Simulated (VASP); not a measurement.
# Ru (P6_3/mmc) in VASP: further runs

Runs on Ru. Level: PBEsol. Tasks: single point.

All numbers are computed with VASP 6.6.1; they aren't measurements. Logs are shortened: lines on timing, memory, paths and dates and some standing lists are left out, and cuts for length are marked.

## Step 1: The cell of the first run

It takes space group P6_3/mmc (No. 194, hexagonal). The conventional cell has a = 2.690 Å, b = 2.690 Å, c = 3.997 Å, α = 90.00°, β = 90.00°, γ = 120.00°. Ru (site symmetry -6m2) has 12 Ru at 2.53 to 2.69 Å within 3.3 Å.

## Step 2: Single point, PBEsol (strain -0.0600 x Voigt [0, 0, 1, 0, 0, 0])

The input, INCAR:

```
ALGO = Fast
EDIFF = 1E-6
ENCUT = 520
GGA = PS
ISIF = 2
ISMEAR = 0
LASPH = True
LCHARG = False
LREAL = False
LWAVE = False
NBANDS = 21
NELM = 100
PREC = Accurate
SIGMA = 0.15
```

The input, KPOINTS:

```
k-points
0
Gamma
  24 24 14
```

The input, POSCAR:

```
Ru
1.0
    2.6895239993      0.0000000000      0.0000000000
   -1.3447619996      2.3291961075      0.0000000000
    0.0000000000      0.0000000000      3.9968056955
Ru
2
Direct
    0.3333333333      0.6666666667      0.2500000000
    0.6666666667      0.3333333333      0.7500000000
```

Potentials or basis: VASP PAW PBE potentials, release 64 (Ru_pv).

On the command line:

```bash
$ cat potpaw_PBE.64/Ru_pv/POTCAR > POTCAR
$ mpirun -np 1 vasp_std > vasp.out
```

OUTCAR:

```text
EDIFF = 1E-6
   ENCUT = 520
   GGA = PS
   ISIF = 2
   ISMEAR = 0
   LASPH = True
   LREAL = False
   NELM = 100
   PREC = Accurate

 ion  position               nearest neighbor table
   1  0.333  0.667  0.250-   2 2.53   2 2.53   2 2.53   2 2.53   2 2.53   2 2.53
   2  0.667  0.333  0.750-   1 2.53   1 2.53   1 2.53   1 2.53   1 2.53   1 2.53

  LATTYP: Found a hexagonal cell.
 ALAT       =     2.6895239993
 C/A-ratio  =     1.4860643357

  Lattice vectors:

 A1 = (   2.6895239993,   0.0000000000,   0.0000000000)
 A2 = (  -1.3447619996,   2.3291961075,   0.0000000000)
 A3 = (   0.0000000000,   0.0000000000,   3.9968056955)

Analysis of symmetry for initial positions (statically):
=====================================================================
 Subroutine PRICEL returns:
 Original cell was already a primitive cell.

 Routine SETGRP: Setting up the symmetry group for a
 hexagonal supercell.

 Subroutine GETGRP returns: Found 24 space group operations
 (whereof 12 operations were pure point group operations)
 out of a pool of 24 trial point group operations.

The static configuration has the point symmetry D_3d.
 The point group associated with its full space group is D_6h.

Analysis of symmetry for dynamics (positions and initial velocities):
=====================================================================
 Subroutine PRICEL returns:
 Original cell was already a primitive cell.

 Routine SETGRP: Setting up the symmetry group for a
 hexagonal supercell.

 Subroutine GETGRP returns: Found 24 space group operations
 (whereof 12 operations were pure point group operations)
 out of a pool of 24 trial point group operations.

The dynamic configuration has the point symmetry D_3d.
 The point group associated with its full space group is D_6h.

 Subroutine INISYM returns: Found 24 space group operations
 (whereof 12 operations are pure point group operations),
 and found     1 'primitive' translations

----------------------------------------------------------------------------------------

                                     Primitive cell

  volume of cell :      25.0377

  direct lattice vectors                    reciprocal lattice vectors
     2.689523999  0.000000000  0.000000000     0.371813005  0.214666338  0.000000000
    -1.344762000  2.329196108  0.000000000     0.000000000  0.429332677  0.000000000
     0.000000000  0.000000000  3.996805695     0.000000000  0.000000000  0.250199804

  length of vectors
     2.689523999  2.689523999  3.996805695     0.429332677  0.429332677  0.250199804

  position of ions in fractional coordinates (direct lattice)
     0.333333333  0.666666667  0.250000000
     0.666666667  0.333333333  0.750000000

  ion indices of the primitive-cell ions
   primitive index   ion index
                 1           1
                 2           2

----------------------------------------------------------------------------------------

 KPOINTS: k-points

Automatic generation of k-mesh.
 Grid dimensions read from file:
 generate k-points for:   24   24   14

 Generating k-lattice:

  Cartesian coordinates                     Fractional coordinates (reciprocal lattice)
     0.015492209  0.008944431  0.000000000     0.041666667  0.000000000  0.000000000
     0.000000000  0.017888862  0.000000000     0.000000000  0.041666667  0.000000000
     0.000000000  0.000000000  0.017871415     0.000000000  0.000000000  0.071428571

  Length of vectors
     0.017888862  0.017888862  0.017871415

  Shift w.r.t. Gamma in fractional coordinates (k-lattice)
     0.000000000  0.000000000  0.000000000

 Subroutine IBZKPT returns following result:
 ===========================================

 Found    488 irreducible k-points:

 Following reciprocal coordinates:
            Coordinates               Weight
  0.000000  0.000000  0.000000      1.000000
  0.041667  0.000000  0.000000      6.000000
  0.083333 -0.000000  0.000000      6.000000
  0.125000 -0.000000  0.000000      6.000000
  0.166667  0.000000  0.000000      6.000000
  0.208333 -0.000000  0.000000      6.000000
[... 16 lines left out ...]
  0.416667  0.041667  0.000000     12.000000
  0.458333  0.041667  0.000000     12.000000
 [... further k-points ...]
   k-points           NKPTS =    488   k-points in BZ     NKDIM =    488   number of bands    NBANDS=     21
   number of dos      NEDOS =    301   number of ions     NIONS =      2
   total plane-waves  NPLWV =  12000
   dimension x,y,z NGX =    20 NGY =   20 NGZ =   30
   dimension x,y,z NGXF=    40 NGYF=   40 NGZF=   60
   ions per type =               2
   NGX,Y,Z   is equivalent  to a cutoff of  12.36, 12.36, 12.48 a.u.
   NGXF,Y,Z  is equivalent  to a cutoff of  24.72, 24.72, 24.96 a.u.
 SYSTEM =  unknown system
   PREC   = accura    normal or accurate (medium, high low for compatibility)
   ISTART =      0    job   : 0-new  1-cont  2-samecut
   ICHARG =      2    charge: 1-file 2-atom 10-const
   ISPIN  =      1    spin polarized calculation?
   LNONCOLLINEAR =      F non collinear calculations
   LSORBIT =      F    spin-orbit coupling
   LASPH  =      T    aspherical Exc in radial PAW
   ENCUT  =  520.0 eV  38.22 Ry    6.18 a.u.   5.00  5.00  7.43*2*pi/ulx,y,z
   NELM   =    100;   NELMIN=  2; NELMDL= -5     # of ELM steps
   EDIFF  = 0.1E-05   stopping-criterion for ELM
   LREAL  =      F    real-space projection
   EDIFFG = 0.1E-04   stopping-criterion for IOM
   NSW    =      0    number of steps for IOM
   IBRION =     -1    ionic relax: 0-MD 1-quasi-New 2-CG
   NFREE  =      0    steps in history (QN), initial steepest desc. (CG)
   ISIF   =      2    stress and relaxation
   ISYM   =      2    0-nonsym 1-usesym 2-fastsym
   POTIM  = 0.5000    time-step for ionic-motion
   TEBEG  =    0.0;   TEEND  =   0.0 temperature during run
   PSTRESS=    0.0 pullay stress
   NELECT =      28.0000    total number of electrons
   NUPDOWN=      -1.0000    fix difference up-down
   EMIN   =  10.00;   EMAX   =-10.00  energy-range for DOS
   EFERMI =   0.00;   METHOD = LEGACY
   ISMEAR =     0;   SIGMA  =   0.15  broadening in eV -4-tet -1-fermi 0-gaus
   EFERMI_NEDOS =   21; number of points for ismear=-14 and -15
   IALGO  =     68    algorithm
   IMIX   =      4    mixing-type and parameters
     AMIX     =   0.40;   BMIX     =  1.00
     AMIX_MAG =   1.60;   BMIX_MAG =  1.00
  volume/ion in A,a.u.               =      12.52        84.48
  Fermi-wavevector in a.u.,A,eV,Ry     =   1.699271  3.211157 39.287125  2.887522
  Thomas-Fermi vector in A             =   2.779619
   LORBIT       =      0    0 simple, 1 ext, 2 COOP (PROOUT), +10 PAW based schemes
   GGA     = PS    functional components
   LHFCALC =     F    Hartree Fock is set to
   AEXX    =    0.0000 exact exchange contribution
   IVDW    =     0    specifies the selected vdW correction
   LEPSILON=     F    determine dielectric tensor
   LRPA    =     F    only Hartree local field effects (RPA)
 non-spin polarized calculation
 RMM-DIIS sequential band-by-band and
 Gauss-broadening in eV      SIGMA  =   0.15
  energy-cutoff  :      520.00
  volume of cell :       25.04
 maximum number of plane-waves:       695
 NGX is ok and might be reduce to    20
   NGX =  9   NGY =  9   NGZ = 15

 number of electron      27.9999999 magnetization

 Free energy of the ion-electron system (eV)
  ---------------------------------------------------
  ext. energy  EPLUGINS =         0.00000000
  ---------------------------------------------------
  free energy    TOTEN  =       -20.10873536 eV

  energy without entropy =      -20.09263030  energy(sigma->0) =      -20.10068283

 E-fermi :  14.2803     XC(G=0): -14.7815

 val. band max:       14.2772064981   @ k =   0.0417   0.0417   0.1429
 cond. band min:      14.2808482900   @ k =   0.2500   0.1667   0.0714
 fundamental gap:      0.0036417918
 Fermi energy:        14.2803494070

 k-point     1 :       0.0000    0.0000    0.0000
  band No.  band energies     occupation
      1     -29.8137      2.00000
      2     -28.5867      2.00000
      3     -28.5867      2.00000
      4     -28.2874      2.00000
      5     -28.2874      2.00000
      6     -28.1347      2.00000
[... 13 lines left out ...]
     20      26.4091      0.00000
     21      28.8478      0.00000

 k-point     2 :       0.0417    0.0000    0.0000
  band No.  band energies     occupation
      1     -29.8058      2.00000
      2     -28.6004      2.00000
      3     -28.5921      2.00000
      4     -28.3022      2.00000
      5     -28.2886      2.00000
      6     -28.1395      2.00000
[... 13 lines left out ...]
     20      24.4493      0.00000
     21      26.4083      0.00000

 k-point     3 :       0.0833   -0.0000    0.0000
  band No.  band energies     occupation
      1     -29.7824      2.00000
      2     -28.6407      2.00000
      3     -28.6078      2.00000
      4     -28.3454      2.00000
      5     -28.2920      2.00000
      6     -28.1540      2.00000
[... 13 lines left out ...]
     20      24.4492      0.00000
     21      26.3911      0.00000

 k-point     4 :       0.1250   -0.0000    0.0000
  band No.  band energies     occupation
      1     -29.7441      2.00000
      2     -28.7049      2.00000
      3     -28.6322      2.00000
      4     -28.4131      2.00000
      5     -28.2980      2.00000
      6     -28.1780      2.00000
[... 13 lines left out ...]
     20      24.4491      0.00000
     21      26.3464      0.00000

 k-point     5 :       0.1667    0.0000    0.0000
  band No.  band energies     occupation
      1     -29.6923      2.00000
      2     -28.7888      2.00000
      3     -28.6632      2.00000
      4     -28.4999      2.00000
      5     -28.3066      2.00000
      6     -28.2113      2.00000
[... 13 lines left out ...]
     20      24.4491      0.00000
     21      26.2637      0.00000
[... 382 lines left out ...]
     20      25.7020      0.00000
     21      26.0776      0.00000

 k-point    22 :       0.3750    0.0417    0.0000
  band No.  band energies     occupation
      1     -29.3120      2.00000
      2     -29.2633      2.00000
      3     -29.0079      2.00000
      4     -28.8444      2.00000
      5     -28.5225      2.00000
      6     -28.3811      2.00000
[... 13 lines left out ...]
     20      26.6479      0.00000
     21      27.8583      0.00000

 k-point    23 :       0.4167    0.0417    0.0000
  band No.  band energies     occupation
      1     -29.3649      2.00000
      2     -29.1970      2.00000
      3     -29.0520      2.00000
      4     -28.8644      2.00000
      5     -28.5770      2.00000
      6     -28.3887      2.00000
[... 13 lines left out ...]
     20      27.2258      0.00000
     21      27.4035      0.00000

 k-point    24 :       0.4583    0.0417    0.0000
  band No.  band energies     occupation
      1     -29.3922      2.00000
      2     -29.1575      2.00000
      3     -29.0749      2.00000
      4     -28.8745      2.00000
      5     -28.6104      2.00000
      6     -28.3927      2.00000
[... 13 lines left out ...]
     20      26.1273      0.00000
     21      26.8796      0.00000

 [... further k-points ...]

------------------------ aborting loop because EDIFF is reached ----------------------------------------

  FORCE on cell =-STRESS in cart. coord.  units (eV):
  Direction    XX          YY          ZZ          XY          YZ          ZX
  --------------------------------------------------------------------------------------
  -------------------------------------------------------------------------------------
  Total        2.4583189      2.4583189      8.1633082      0.0000000      0.0000000      0.0000000
  in kB      157.3092600    157.3092600    522.3748502      0.0000000      0.0000000      0.0000000
  external PRESSURE =     278.9977900 kB  Pullay stress =       0.0000000 kB

 VOLUME and BASIS-vectors are now :
 -----------------------------------------------------------------------------
  energy-cutoff  :      520.00
  volume of cell :       25.04
      direct lattice vectors                 reciprocal lattice vectors
     2.689523999  0.000000000  0.000000000     0.371813005  0.214666338  0.000000000
    -1.344762000  2.329196108  0.000000000     0.000000000  0.429332677  0.000000000
     0.000000000  0.000000000  3.996805695     0.000000000  0.000000000  0.250199804

 POSITION                                       TOTAL-FORCE (eV/Angst)
 -----------------------------------------------------------------------------------
     -0.00000      1.55280      0.99920         0.000000     -0.000000      0.000000
      1.34476      0.77640      2.99760        -0.000000      0.000000      0.000000
 -----------------------------------------------------------------------------------
    total drift:                               -0.000000      0.000000     -0.000000

  FREE ENERGIE OF THE ION-ELECTRON SYSTEM (eV)
  ---------------------------------------------------
  free  energy   TOTEN  =       -20.1087353590 eV

  energy  without entropy=      -20.0926303006  energy(sigma->0) =      -20.10068283
```

It took 2.9 min on 1 thread of Intel Xeon Platinum 8259CL at 2.50GHz (Skylake/Cascade Lake), shared host; peak memory 0.3 GiB.

What came out:

* Free energy: -20.1087 eV
* Pressure: 27.9 GPa
* Band gap on the k mesh: zero (bands 14 and 15 overlap by 3.63 eV)

Levels at points of the mesh, in eV from the Fermi level:
```tsv
k point	band 12	band 13	band 14	band 15	band 16	band 17
(0.00, 0.00, 0.00)	-2.14	-2.12	-2.12	-2.12	1.29	1.29
(0.50, 0.00, 0.00)	-1.91	-1.34	1.17	1.83	2.49	4.31
(0.00, 0.00, 0.50)	-3.46	-2.64	-2.64	0.70	0.70	0.70
(0.50, 0.00, 0.50)	-1.50	0.41	0.41	1.59	1.59	3.58
```

Caveat: the cell differs from its parent crystal (strain -0.0600 x Voigt [0, 0, 1, 0, 0, 0]); the cell stands under pressure; the PAW data sets were made with another functional, which shifts forces and pressure a little.

## Step 3: Single point, PBEsol (strain -0.0450 x Voigt [0, 0, 1, 0, 0, 0])

The input, INCAR:

```
PREC = Accurate
ENCUT = 520
EDIFF = 1E-6
ISMEAR = 0
SIGMA = 0.15
LREAL = False
LASPH = True
NELM = 80
ALGO = Fast
ISIF = 2
LWAVE = False
LCHARG = False
GGA = PS
NBANDS = 21
```

The input, KPOINTS:

```
regular mesh
0
Gamma
  24 24 14
```

POSCAR: that of step 2 with these lines changed.

```diff
@@ -4,3 +4,3 @@
    -1.3447619996      2.3291961075      0.0000000000
-    0.0000000000      0.0000000000      3.9968056955
+    0.0000000000      0.0000000000      4.0605845098
 Ru
```

Potentials or basis: VASP PAW PBE potentials, release 64 (Ru_pv).

On the command line:

```bash
$ cat potpaw_PBE.64/Ru_pv/POTCAR > POTCAR
$ mpirun -np 1 vasp_std > vasp.out
```

OUTCAR:

```text
PREC = Accurate
   ENCUT = 520
   EDIFF = 1E-6
   ISMEAR = 0
   LREAL = False
   LASPH = True
   NELM = 80
   ISIF = 2
   GGA = PS

 ion  position               nearest neighbor table
   1  0.333  0.667  0.250-   2 2.56   2 2.56   2 2.56   2 2.56   2 2.56   2 2.56
   2  0.667  0.333  0.750-   1 2.56   1 2.56   1 2.56   1 2.56   1 2.56   1 2.56

  LATTYP: Found a hexagonal cell.
 ALAT       =     2.6895239993
 C/A-ratio  =     1.5097781283

  Lattice vectors:

 A1 = (   2.6895239993,   0.0000000000,   0.0000000000)
 A2 = (  -1.3447619996,   2.3291961075,   0.0000000000)
 A3 = (   0.0000000000,   0.0000000000,   4.0605845098)

Analysis of symmetry for initial positions (statically):
=====================================================================
 Subroutine PRICEL returns:
 Original cell was already a primitive cell.

 Routine SETGRP: Setting up the symmetry group for a
 hexagonal supercell.

 Subroutine GETGRP returns: Found 24 space group operations
 (whereof 12 operations were pure point group operations)
 out of a pool of 24 trial point group operations.

[... 162 lines left out ...]
  free energy    TOTEN  =       -20.21996082 eV

  energy without entropy =      -20.20289032  energy(sigma->0) =      -20.21142557

 E-fermi :  13.9585     XC(G=0): -14.6841

 val. band max:       13.9576441663   @ k =   0.2917   0.0417   0.1429
 cond. band min:      13.9603641804   @ k =   0.0833   0.0417   0.3571
 fundamental gap:      0.0027200141
 Fermi energy:        13.9584965127

 k-point     1 :       0.0000    0.0000    0.0000
  band No.  band energies     occupation
      1     -30.0223      2.00000
      2     -28.8568      2.00000
      3     -28.8568      2.00000
      4     -28.5921      2.00000
      5     -28.5921      2.00000
      6     -28.4670      2.00000
[... 565 lines left out ...]
     20      26.6309      0.00000
     21      27.1297      0.00000

 [... further k-points ...]

------------------------ aborting loop because EDIFF is reached ----------------------------------------

  FORCE on cell =-STRESS in cart. coord.  units (eV):
  Direction    XX          YY          ZZ          XY          YZ          ZX
  --------------------------------------------------------------------------------------
  -------------------------------------------------------------------------------------
  Total        1.7553230      1.7553230      5.8673891      0.0000000      0.0000000     -0.0000000
  in kB      110.5598901    110.5598901    369.5604061      0.0000000      0.0000000     -0.0000000
  external PRESSURE =     196.8933954 kB  Pullay stress =       0.0000000 kB

 VOLUME and BASIS-vectors are now :
 -----------------------------------------------------------------------------
  energy-cutoff  :      520.00
  volume of cell :       25.44
      direct lattice vectors                 reciprocal lattice vectors
     2.689523999  0.000000000  0.000000000     0.371813005  0.214666338  0.000000000
    -1.344762000  2.329196108  0.000000000     0.000000000  0.429332677  0.000000000
     0.000000000  0.000000000  4.060584510     0.000000000  0.000000000  0.246269964

 POSITION                                       TOTAL-FORCE (eV/Angst)
 -----------------------------------------------------------------------------------
     -0.00000      1.55280      1.01515         0.000000      0.000000      0.000000
      1.34476      0.77640      3.04544        -0.000000     -0.000000      0.000000
 -----------------------------------------------------------------------------------
    total drift:                               -0.000000      0.000000     -0.000000

  FREE ENERGIE OF THE ION-ELECTRON SYSTEM (eV)
  ---------------------------------------------------
  free  energy   TOTEN  =       -20.2199608203 eV

  energy  without entropy=      -20.2028903182  energy(sigma->0) =      -20.21142557
```

OSZICAR:

```text
N       E                     dE             d eps       ncg     rms          rms(c)
DAV:   1     0.287953085747E+03    0.28795E+03   -0.17532E+04 20552   0.150E+03
DAV:   2    -0.158226613791E+02   -0.30378E+03   -0.29437E+03 21016   0.450E+02
DAV:   3    -0.216793848841E+02   -0.58567E+01   -0.58277E+01 24091   0.702E+01
DAV:   4    -0.217218875706E+02   -0.42503E-01   -0.42434E-01 25318   0.574E+00
DAV:   5    -0.217224234946E+02   -0.53592E-03   -0.53188E-03 23339   0.581E-01    0.226E+01
RMM:   6    -0.203447223473E+02    0.13777E+01   -0.28319E+00 21224   0.141E+01    0.660E+00
RMM:   7    -0.202295097093E+02    0.11521E+00   -0.45315E-01 22723   0.508E+00    0.117E+00
RMM:   8    -0.202211092737E+02    0.84004E-02   -0.26586E-02 23353   0.157E+00    0.596E-01
RMM:   9    -0.202199289245E+02    0.11803E-02   -0.34508E-03 23678   0.522E-01    0.892E-02
RMM:  10    -0.202199546416E+02   -0.25717E-04   -0.58879E-04 24211   0.228E-01    0.357E-02
RMM:  11    -0.202199603612E+02   -0.57195E-05   -0.11003E-04 25497   0.730E-02    0.118E-02
RMM:  12    -0.202199612763E+02   -0.91516E-06   -0.16837E-05 24076   0.303E-02    0.247E-03
RMM:  13    -0.202199608203E+02    0.45600E-06   -0.16170E-06 16825   0.810E-03
   1 F= -.20219961E+02 E0= -.20211426E+02  d E =-.170705E-01
```

Wall time 3.3 min (1 thread of Intel Xeon Platinum 8259CL at 2.50GHz (Skylake/Cascade Lake), shared host); peak memory 0.3 GiB.

Results:

- Free energy: -20.2200 eV
- Pressure: 19.7 GPa
- Band gap on the k mesh: zero (bands 14 and 15 overlap by 3.55 eV)

Caveat: the cell differs from its parent crystal (strain -0.0450 x Voigt [0, 0, 1, 0, 0, 0]); the cell stands under pressure; the PAW data sets were made with another functional, which shifts forces and pressure a little.
